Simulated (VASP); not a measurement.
A run of VASP 6.6.1 is set up as follows.

File INCAR:

```
SYSTEM = AlRu
ALGO = Normal
EDIFF = 1E-7
ENCUT = 520
GGA = PE
ISIF = 2
ISMEAR = -1
LASPH = .TRUE.
LCHARG = .FALSE.
LREAL = .FALSE.
LWAVE = .FALSE.
NBANDS = 16
NELM = 80
PREC = Accurate
SIGMA = 0.05
```

KPOINTS

```
k-points
0
G
  14 14 14
  0 0 0
```

The input POSCAR:

```
AlRu
1.0
    0.0000000000      2.2935952955      2.2935952955
    2.2935952955      0.0000000000      2.2935952955
    2.2935952955      2.2935952955      0.0000000000
Ru Al
1 1
Direct
    0.0000000000      0.0000000000      0.0000000000
    0.5000000000      0.5000000000      0.5000000000
```

Potentials or basis: VASP PAW PBE potentials, release 64 (Ru_pv, Al).

Command:

```bash
$ cat potpaw_PBE.64/Ru_pv/POTCAR potpaw_PBE.64/Al/POTCAR > POTCAR
$ mpirun -np 1 vasp_std > vasp.out
```

Estimate the pressure.

60.6 GPa.

Estimate the band gap on the k mesh.

zero (an odd number of electrons rules out a gap without spin polarisation).

Caveat: the cell stands under pressure.
